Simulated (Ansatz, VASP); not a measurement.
**Two plane-wave programs on BaTiO3**

INCAR

```
ALGO = Normal
EDIFF = 1E-6
ENCUT = 520
GGA = PS
ISIF = 2
ISMEAR = -1
LASPH = True
LCHARG = False
LREAL = False
LWAVE = False
NBANDS = 28
NELM = 60
PREC = Accurate
SIGMA = 0.05
```

KPOINTS

```
k-points
0
Gamma
  6 6 6
```

POSCAR

```
BaTiO3
1.0
    2.8839139406      1.6650284898      2.3183934932
   -2.8839139406      1.6650284898      2.3183934932
    0.0000000000     -3.3300569798      2.3183934932
Ba Ti O
1 1 3
Direct
    0.0000000000      0.0000000000      0.0000000000
    0.4845000000      0.4845000000      0.4845000000
    0.5086000000      0.0175000000      0.5086000000
    0.0175000000      0.5086000000      0.5086000000
    0.5086000000      0.5086000000      0.0175000000
```

Contents of input.yaml:

```yaml
crystal:
  lattice:
    - [2.8839139406, 1.6650284898, 2.3183934932]
    - [-2.8839139406, 1.6650284898, 2.3183934932]
    - [0.0, -3.3300569798, 2.3183934932]
  atoms:
    - { symbol: Ba, position: [0.0, 0.0, 0.0] }
    - { symbol: Ti, position: [0.4845, 0.4845, 0.4845] }
    - { symbol: O, position: [0.5086, 0.0175, 0.5086] }
    - { symbol: O, position: [0.0175, 0.5086, 0.5086] }
    - { symbol: O, position: [0.5086, 0.5086, 0.0175] }
hamiltonian:
  xc: pbesol
  pseudopotentials: { kind: paw }
kpoints:
  mp_grid: { grid: [6, 6, 6] }
  band_path:
    path:
      - [0.0, 0.0, 0.0]
      - [0.4948992371, -0.5051007629, 0.4948992371]
      - [0.5, -0.5, 0.5]
      - [0.4897984743, 0.4897984743, 0.4897984743]
      - [0.0, 0.0, 0.0]
      - [0.5, -0.5, 0.0]
      - [0.5051007629, -0.4948992371, -0.4948992371]
      - [0.5102015257, -0.4897984743, -0.4897984743]
      - [0.5, 0.0, 0.0]
      - [0.5, -0.5, 0.5]
    npoints: 14
scf:
  occupations: { method: fermi_dirac, width: 0.05 }
  n_extra_bands: 12
output:
  forces: true
  stress: true
  eigenvalues: true
  fatbands: false
  write_density: true
  write_potential: true
  elf: true
  volumetric_format: npy
```

Alike in both runs: functional PBEsol; k mesh 6 × 6 × 6; occupations fermi-dirac, width 0.05 eV; no spin polarisation.

|  | VASP | Ansatz |
| --- | --- | --- |
| version | VASP 6.6.1 | Ansatz 0.2.0 |
| potentials or method | VASP PAW PBE potentials, release 64 (Ba_sv, Ti_sv, O) | Ansatz PAW |
| plane-wave cutoff (eV) | 520 | 420 |
| valence electrons in the cell | 40 | 40 |
| task | single point | band structure |

Ansatz gave:

* gap on the k mesh at the Fermi level (eV): 2.27
* least direct gap on the mesh (eV): 2.72
* pressure (GPa): -7.4
* traceless stress, the component that is largest in VASP (GPa): 2.98
* rms of the force components (eV/Å): 0.141

Which values does VASP return?

gap on the k mesh at the Fermi level (eV): 2.22; least direct gap on the mesh (eV): 2.70; pressure (GPa): -5.8; traceless stress, the component that is largest in VASP (GPa): 3.02; rms of the force components (eV/Å): 0.120.

VASP's potentials were made for PBE, not for PBEsol. Atom by atom the forces differ by 0.023 eV/Å (rms over components).

Neither program's run includes spin-orbit coupling.
